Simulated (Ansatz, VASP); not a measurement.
## One calculation of TiCl2, two programs

```
Ti Cl
1.0
     6.55333   -0.00033    0.00000
    -1.63848    2.83795    0.00000
     0.00000    0.00000   29.73775
Ti Cl
2 4
Direct
  0.49999 0.99998 0.28583
  0.00000 0.00000 0.28583
  0.33333 0.33333 0.23262
  0.83333 0.33335 0.23262
  0.33334 0.33333 0.33904
  0.83334 0.33335 0.33904
```

Change from the starting cell: cell x2, atoms moved at random (sigma 0.15 Å) and cell strained at random (1.5 %), then relaxed without symmetry.

Alike in both runs: functional PBE; k mesh 6 × 6 × 1; occupations gaussian, width 0.1 eV; no spin polarisation.

Ansatz relaxed the structure, and its values are those at the end. VASP's run is a single point on that final structure, the one shown.

```csv
,VASP,Ansatz
version,VASP 6.6.1,Ansatz 0.2.0
potentials or method,"VASP PAW PBE potentials, release 64 (Ti_sv, Cl), cutoff 520 eV","scalar-relativistic, plane waves, PAW"
valence electrons in the cell,52,52
```

|  | VASP | Ansatz | Ansatz less VASP |
| --- | --- | --- | --- |
| gap on the k mesh at the Fermi level (eV) | 0.94 | 0.94 | +0.001 |
| least direct gap on the mesh (eV) | 1.01 | 1.02 | +0.001 |
| rms of the force components (eV/Å) | 0.010 | 0.002 | -0.0082 |
